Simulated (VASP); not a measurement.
# SiC (zincblende type): single point with PBE

The system is SiC (zincblende type).

```
CELL_PARAMETERS angstrom
-2.18986 2.18986 0.00000
0.00000 0.00000 4.37971
2.18986 2.18986 0.00000
ATOMIC_POSITIONS crystal
Si 0.00000 0.00000 0.00000
Si 0.50000 0.50000 0.50000
C 0.00000 0.25000 0.50000
C 0.50000 0.75000 0.00000
```

```json
{"Program": "VASP 6.6.1", "Task": "single point", "Functional": "PBE", "Potentials or basis": "VASP PAW PBE potentials, release 64 (Si, C)", "Cutoff": "520 eV", "k mesh": "8 × 6 × 8", "Occupations": "fermi-dirac, width 0.02 eV", "Spin": "no spin polarisation", "Dipole correction": "no", "Further INCAR settings": "ALGO = Normal; EDIFF = 1e-06; NBANDS = 16"}
```

| Item | Value |
| --- | --- |
| Pressure | 0.0 GPa |
| Band gap on the k mesh | 1.37 eV |

Levels at points of the mesh, in eV from the valence-band top:
| k point | band 4 | band 5 | band 6 | band 7 | band 8 | band 9 | band 10 | band 11 | band 12 | band 13 |
| --- | --- | --- | --- | --- | --- | --- | --- | --- | --- | --- |
| (0.00, 0.00, 0.00) | -3.16 | -3.16 | 0.00 | 0.00 | 0.00 | 1.37 | 4.27 | 6.06 | 7.20 | 7.20 |
| (0.50, 0.00, 0.00) | -5.91 | -4.29 | -4.29 | -1.18 | -1.18 | 5.48 | 5.48 | 8.64 | 8.64 | 8.94 |
| (0.00, 0.50, 0.00) | -3.35 | -1.91 | -1.91 | -1.91 | -1.91 | 4.01 | 4.01 | 6.27 | 6.27 | 10.45 |
| (0.50, 0.50, 0.00) | -8.45 | -1.05 | -1.05 | -1.05 | -1.05 | 5.30 | 5.30 | 7.17 | 7.17 | 7.17 |
| (0.50, 0.00, 0.50) | -7.75 | -3.16 | -3.16 | -3.16 | -3.16 | 1.37 | 1.37 | 4.27 | 4.27 | 13.86 |
| (0.50, 0.50, 0.50) | -7.00 | -4.92 | -4.92 | -4.63 | -4.63 | 5.19 | 5.19 | 9.30 | 9.30 | 9.32 |

It took 36 s on 1 thread of AMD EPYC 7R43 64-Core Processor (Zen 3), with other jobs on the host, peak memory 0.13 GiB.

A k mesh can miss the band edges. As with any semilocal functional, this PBE gap is likely too small.
